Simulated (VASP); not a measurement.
**F2: relaxation of the atoms with HSE06**

Molecule: F2, in a box.

```
F
1.0
    12.00000    0.00000    0.00000
     0.00000   12.20000    0.00000
     0.00000    0.00000   12.40000
F
2
Direct
  0.50000 0.50000 0.44306
  0.50000 0.50000 0.55694
```

| Quantity | Value |
| --- | --- |
| Program | VASP 6.6.1 |
| Task | relaxation of the atoms |
| Functional | HSE06 |
| Potentials or basis | VASP PAW PBE potentials, release 64 (F) |
| Cutoff | 520 eV |
| k mesh | 1 × 1 × 1 |
| Occupations | gaussian, width 0.01 eV |
| Spin | no spin polarisation |
| Dipole correction | no |
| Grid for exact exchange (PRECFOCK) | Normal |
| Further INCAR settings | ALGO = Normal; EDIFF = 1e-07; IBRION = 2; EDIFFG = -0.01; NSW = 60 |
| Screening parameter | 0.2079 1/Å |

* Energy gained by relaxing: 5.1 meV/atom
* Ionic steps: 3
* Largest force after relaxing: 0.008 eV/Å
* Gap between the frontier levels: 7.23 eV

Forces in eV/Å, atoms in the order of the input:
```
F    0.000  0.000 -0.008
F    0.000  0.000  0.008
```

Step by step:
```
step  energy change (eV)  largest force (eV/Å)  pressure (GPa)
   1              0.0000                0.8841           -0.04
   2              0.0845                3.2252            0.12
   3             -0.0102                0.0085           -0.01
```

Final structure:
```cif
data_structure
_symmetry_space_group_name_H-M 'P 1'
_symmetry_Int_Tables_number 1
_cell_length_a 12.0000
_cell_length_b 12.2000
_cell_length_c 12.4000
_cell_angle_alpha 90.000
_cell_angle_beta 90.000
_cell_angle_gamma 90.000
_cell_volume 1815.36
loop_
_atom_site_label
_atom_site_type_symbol
_atom_site_fract_x
_atom_site_fract_y
_atom_site_fract_z
_atom_site_occupancy
F1 F 0.50000 0.50000 0.44398 1
F2 F 0.50000 0.50000 0.55602 1
```

Levels at points of the mesh, in eV from the valence-band top:
| k point | band 3 | band 4 | band 5 | band 6 | band 7 | band 8 | band 9 | band 10 | band 11 |
| --- | --- | --- | --- | --- | --- | --- | --- | --- | --- |
| (0.00, 0.00, 0.00) | -5.33 | -3.76 | -3.76 | 0.00 | 0.00 | 7.23 | 11.07 | 11.94 | 12.09 |

Run time: 27 min on 1 thread of AMD EPYC 7R13 Processor (Zen 3), on a shared host, peak memory 1.4 GiB.

Caveat: the PAW data sets were made with another functional, which shifts forces and pressure a little.
